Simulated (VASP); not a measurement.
# Pb in VASP: further runs

The runs below take Pb through single point, with BLYP+D4, PBE.

Program: VASP 6.6.1. These are calculated values, not measurements. Logs are shortened: lines on timing, memory, paths and dates and some standing lists are left out, and cuts for length are marked.

## (1) The cell of the first run

The typed cell holds 1 atom: a = 3.455 Å, b = 3.480 Å, c = 3.496 Å, α = 118.97°, β = 119.51°, γ = 90.32°.

## (2) Single point, BLYP+D4 (the cell strained at random)

Contents of INCAR:

```
SYSTEM = Pb
PREC = Accurate ; ENCUT = 520
EDIFF = 1E-7 ; ISMEAR = -1
SIGMA = 0.05 ; LREAL = .False.
LASPH = .True. ; NELM = 60
ALGO = Normal ; ISIF = 2
LWAVE = .False. ; LCHARG = .False.
GGA = B5 ; ALDAX = 1.0
AGGAX = 1.0 ; AGGAC = 1.0
ALDAC = 0.0 ; IVDW = 13
VDW_S6 = 1.0 ; VDW_S8 = 2.34076671
VDW_A1 = 0.44488865 ; VDW_A2 = 4.0933009
NBANDS = 13
```

Contents of KPOINTS:

```
Automatic mesh
0
Gamma
  9 9 10
  0 0 0
```

Contents of POSCAR:

```
Pb
1.0
    3.4553535400      0.0000000000      0.0000000000
   -0.0195261214      3.4803718262      0.0000000000
   -1.7218785852     -1.7031192994      2.5214372021
Pb
1
Direct
    0.5000000000      0.5000000000      0.0000000000
```

Potentials or basis: VASP PAW PBE potentials, release 64 (Pb_d).

On the command line:

```bash
$ cat potpaw_PBE.64/Pb_d/POTCAR > POTCAR
$ mpirun -np 1 vasp_std > vasp.out
```

OUTCAR:

```text
SYSTEM = Pb
   PREC = Accurate
   ENCUT = 520
   EDIFF = 1E-7
   ISMEAR = -1
   LREAL = .False.
   LASPH = .True.
   NELM = 60
   ISIF = 2
   GGA = B5
   IVDW = 13

 ion  position               nearest neighbor table
   1  0.500  0.500  0.000-

  LATTYP: Found a triclinic cell.
 ALAT       =     9.1531304033
 B/A-ratio  =     0.3775051144
 C/A-ratio  =     0.5510055345
 COS(alpha) =     0.0015722948
 COS(beta)  =     0.2741904044
 COS(gamma) =     0.9431293213

  Lattice vectors:

 A1 = (   8.6325856652,   1.7031192994,  -2.5214372021)
 A2 = (   3.4553535400,   0.0000000000,   0.0000000000)
 A3 = (   0.0079297518,  -0.0741332274,  -5.0428744042)

Analysis of symmetry for initial positions (statically):
=====================================================================
 Subroutine PRICEL returns:
 Original cell was already a primitive cell.

 Routine SETGRP: Setting up the symmetry group for a
 triclinic supercell.

 Subroutine GETGRP returns: Found  2 space group operations
 (whereof  2 operations were pure point group operations)
 out of a pool of  2 trial point group operations.

The static configuration has the point symmetry S_2 .

Analysis of symmetry for dynamics (positions and initial velocities):
=====================================================================
 Subroutine PRICEL returns:
 Original cell was already a primitive cell.

 Routine SETGRP: Setting up the symmetry group for a
 triclinic supercell.

 Subroutine GETGRP returns: Found  2 space group operations
 (whereof  2 operations were pure point group operations)
 out of a pool of  2 trial point group operations.

The dynamic configuration has the point symmetry S_2 .

 Subroutine INISYM returns: Found  2 space group operations
 (whereof  2 operations are pure point group operations),
 and found     1 'primitive' translations

----------------------------------------------------------------------------------------

                                     Primitive cell

  volume of cell :      30.3226

  direct lattice vectors                    reciprocal lattice vectors
     3.455353540  0.000000000  0.000000000     0.289405987  0.001623670  0.198730817
    -0.019526121  3.480371826  0.000000000     0.000000000  0.287325622  0.194075748
    -1.721878585 -1.703119299  2.521437202     0.000000000  0.000000000  0.396599209

  length of vectors
[... 87 lines left out ...]
   ISYM   =      2    0-nonsym 1-usesym 2-fastsym
   POTIM  = 0.5000    time-step for ionic-motion
   TEBEG  =    0.0;   TEEND  =   0.0 temperature during run
   PSTRESS=    0.0 pullay stress
   NELECT =      14.0000    total number of electrons
   NUPDOWN=      -1.0000    fix difference up-down
   EMIN   =  10.00;   EMAX   =-10.00  energy-range for DOS
   EFERMI =   0.00;   METHOD = LEGACY
   ISMEAR =    -1;   SIGMA  =   0.05  broadening in eV -4-tet -1-fermi 0-gaus
   EFERMI_NEDOS =   21; number of points for ismear=-14 and -15
   IALGO  =     38    algorithm
   IMIX   =      4    mixing-type and parameters
     AMIX     =   0.40;   BMIX     =  1.00
     AMIX_MAG =   1.60;   BMIX_MAG =  1.00
  volume/ion in A,a.u.               =      30.32       204.63
  Fermi-wavevector in a.u.,A,eV,Ry     =   1.265306  2.391081 21.782902  1.600998
  Thomas-Fermi vector in A             =   2.398566
   LORBIT       =      0    0 simple, 1 ext, 2 COOP (PROOUT), +10 PAW based schemes
   GGA     = B5    functional components
   LHFCALC =     F    Hartree Fock is set to
   AEXX    =    0.0000 exact exchange contribution
   IVDW    =    13    specifies the selected vdW correction
   LEPSILON=     F    determine dielectric tensor
   LRPA    =     F    only Hartree local field effects (RPA)
 non-spin polarized calculation
  energy-cutoff  :      520.00
  volume of cell :       30.32
 maximum number of plane-waves:       839
 NGX is ok and might be reduce to    28
   NGX = 13   NGY = 13   NGZ = 13

 number of electron      13.9999999 magnetization

 Free energy of the ion-electron system (eV)
  ---------------------------------------------------
  ext. energy  EPLUGINS =         0.00000000
  ---------------------------------------------------
  free energy    TOTEN  =        -2.79783561 eV

  energy without entropy =       -2.79300912  energy(sigma->0) =       -2.79542237

 E-fermi :   7.8299     XC(G=0):  -9.5930

 val. band max:        7.8188666119   @ k =   0.3333   0.1111   0.2000
 cond. band min:       7.8359475315   @ k =   0.1111   0.3333   0.2000
 fundamental gap:      0.0170809196
 Fermi energy:         7.8298610196

 k-point     1 :       0.0000    0.0000    0.0000
  band No.  band energies     occupation
      1      -9.3255      2.00000
      2      -9.2927      2.00000
      3      -9.2843      2.00000
      4      -9.1749      2.00000
      5      -9.1413      2.00000
      6      -4.0097      2.00000
      7      14.8022      0.00000
      8      15.0842      0.00000
      9      15.1571      0.00000
     10      17.8486      0.00000
     11      19.5259      0.00000
     12      20.2444      0.00000
     13      20.5125      0.00000
[... 354 lines left out ...]
  band No.  band energies     occupation
      1      -9.3199      2.00000
      2      -9.2897      2.00000
      3      -9.2631      2.00000
      4      -9.0768      2.00000
      5      -9.0730      2.00000
      6      -1.9968      2.00000
      7       6.1739      2.00000
      8      13.5471      0.00000
      9      13.9057      0.00000
     10      17.1588      0.00000
     11      18.6218      0.00000
     12      19.6767      0.00000
     13      20.0294      0.00000

 [... further k-points ...]

------------------------ aborting loop because EDIFF is reached ----------------------------------------

  DFT-D4 for vdW energy calculation

  Edisp (eV):   -0.79064

  FORCE on cell =-STRESS in cart. coord.  units (eV):
  Direction    XX          YY          ZZ          XY          YZ          ZX
  --------------------------------------------------------------------------------------
  -------------------------------------------------------------------------------------
  Total       0.52051     0.42858     0.23797     0.06556    -0.07142    -0.01977
  in kB      27.50284    22.64512    12.57390     3.46388    -3.77356    -1.04435
  external pressure =       20.91 kB  Pullay stress =        0.00 kB

 VOLUME and BASIS-vectors are now :
 -----------------------------------------------------------------------------
  energy-cutoff  :      520.00
  volume of cell :       30.32
      direct lattice vectors                 reciprocal lattice vectors
     3.455353540  0.000000000  0.000000000     0.289405987  0.001623670  0.198730817
    -0.019526121  3.480371826  0.000000000     0.000000000  0.287325622  0.194075748
    -1.721878585 -1.703119299  2.521437202     0.000000000  0.000000000  0.396599209

 POSITION                                       TOTAL-FORCE (eV/Angst)
 -----------------------------------------------------------------------------------
      1.71791      1.74019      0.00000         0.000000     -0.000000      0.000000
 -----------------------------------------------------------------------------------
    total drift:                                0.000000      0.000000     -0.000000

  FREE ENERGIE OF THE ION-ELECTRON SYSTEM (eV)
  ---------------------------------------------------
  free  energy   TOTEN  =        -3.5884746120 eV

  energy  without entropy=       -3.5836481237  energy(sigma->0) =       -3.58606137
```

OSZICAR:

```text
N       E                     dE             d eps       ncg     rms          rms(c)
DAV:   1     0.110499367447E+03    0.11050E+03   -0.74764E+03 10634   0.130E+03
DAV:   2     0.263074275958E+01   -0.10787E+03   -0.10398E+03 10961   0.311E+02
DAV:   3    -0.270002467676E+01   -0.53308E+01   -0.53009E+01 13202   0.748E+01
DAV:   4    -0.282040084079E+01   -0.12038E+00   -0.12034E+00 13050   0.121E+01
DAV:   5    -0.282559433910E+01   -0.51935E-02   -0.51933E-02 14509   0.243E+00    0.882E-01
DAV:   6    -0.280184265372E+01    0.23752E-01   -0.38973E-02 13599   0.365E+00    0.345E-01
DAV:   7    -0.279795495047E+01    0.38877E-02   -0.12085E-02 13791   0.192E+00    0.724E-02
DAV:   8    -0.279783830345E+01    0.11665E-03   -0.50907E-04 13274   0.312E-01    0.986E-03
DAV:   9    -0.279783916953E+01   -0.86608E-06   -0.17016E-05 14112   0.538E-02    0.657E-03
DAV:  10    -0.279783554755E+01    0.36220E-05   -0.16680E-06 12556   0.117E-02    0.468E-04
DAV:  11    -0.279783561035E+01   -0.62797E-07   -0.53363E-08  9968   0.262E-03
   1 F= -.35884746E+01 E0= -.35860614E+01  d E =-.482649E-02
```

stdout:

```text
POSCAR found type information on POSCAR Pb
 POSCAR found :  1 types and       1 ions
 scaLAPACK will be used
 -----------------------------------------------------------------------------
|                                                                             |
|                                                                             |
|     You enforced a specific xc type in the INCAR file but a different       |
|     I HOPE YOU KNOW WHAT YOU ARE DOING!                                     |
|                                                                             |
 -----------------------------------------------------------------------------

 LDA part: xc-table for (Slater(with rela. corr.)+VWN5), standard interpolation
 POSCAR, INCAR and KPOINTS ok, starting setup
 FFT: planning ... GRIDC
 FFT: planning ... GRID_SOFT
 FFT: planning ... GRID
 WAVECAR not read
 entering main loop
```

Wall time 2.4 min (1 thread of Intel Xeon Platinum 8259CL at 2.50GHz (Skylake/Cascade Lake), shared host); peak memory 0.27 GiB.

What came out:

```yaml
Free_energy: -3.5885 eV
Pressure: 2.1 GPa
Band_gap_on_the_k_mesh: zero (band 7 reaches 14.80 eV, above the bottom of band 8 at 6.24 eV)
Dispersion_energy_per_atom: -0.791 eV
```

Stress tensor (GPa, compression positive):
```
 2.75  0.35 -0.10
 0.35  2.26 -0.38
-0.10 -0.38  1.26
```

Levels at points of the mesh, in eV from the Fermi level:
```tsv
k point	band 3	band 4	band 5	band 6	band 7	band 8	band 9	band 10	band 11	band 12
(0.00, 0.00, 0.00)	-17.11	-17.00	-16.97	-11.84	6.97	7.25	7.33	10.02	11.70	12.41
(0.00, 0.00, 0.50)	-16.86	-16.82	-16.82	-7.12	-3.41	2.08	2.25	5.92	7.08	18.41
```

Caveat: the cell differs from its parent crystal (the cell strained at random); the PAW data sets were made with another functional, which shifts forces and pressure a little; spin-orbit coupling is left out, which moves the levels of the heavy elements; pairwise dispersion overbinds metals, which lowers pressure and volume.

## (3) Single point, PBE

Contents of INCAR:

```
SYSTEM = Pb
PREC = Accurate ; ENCUT = 520
EDIFF = 1E-6 ; ISMEAR = -1
SIGMA = 0.05 ; LREAL = .False.
LASPH = .True. ; NELM = 80
ALGO = Normal ; ISIF = 2
LWAVE = .False. ; LCHARG = .False.
GGA = PE ; NBANDS = 13
```

Contents of KPOINTS:

```
regular mesh
0
Gamma
  8 8 8
  0 0 0
```

Contents of POSCAR:

```
Pb
1.0
   -0.0495004000      2.4750200000      2.4750200000
    2.4750200000     -0.0495004000      2.4750200000
    2.4255196000      2.4255196000      0.0000000000
Pb
1
Direct
    0.0000000000      0.0000000000      0.0000000000
```

Potentials or basis: VASP PAW PBE potentials, release 64 (Pb_d).

On the command line:

```bash
$ cat potpaw_PBE.64/Pb_d/POTCAR > POTCAR
$ mpirun -np 1 vasp_std > vasp.out
```

Run time: 26 s. Hardware: 1 thread of AMD EPYC 7R13 (Zen 3), shared host; peak memory 0.14 GiB.

It converged, with:

- Free energy: -3.5635 eV
- Pressure: 2.5 GPa
- Band gap on the k mesh: zero (band 7 reaches 14.27 eV, above the bottom of band 8 at 5.93 eV)

Stress tensor (GPa, compression positive):
```
2.63 0.95 0.00
0.95 2.63 0.00
0.00 0.00 2.26
```

Levels at points of the mesh, in eV from the Fermi level:
```
           k point  band 4  band 5  band 6  band 7  band 8  band 9  band 10  band 11
(0.00, 0.00, 0.00)  -16.92  -16.92  -11.75    6.99    7.34    7.89     9.87    11.14
(0.50, 0.00, 0.00)  -16.80  -16.78   -8.29   -4.24    5.70    5.93     9.40     9.71
(0.50, 0.50, 0.00)  -16.75  -16.75   -6.72   -3.26    1.60    2.54     5.27     6.82
(0.00, 0.00, 0.50)  -16.79  -16.77   -7.94   -4.15    5.29    5.45     9.16     9.21
(0.50, 0.00, 0.50)  -16.75  -16.74   -6.70   -3.26    2.07    2.07     5.40     6.66
```

Caveat: spin-orbit coupling is left out, which moves the levels of the heavy elements.
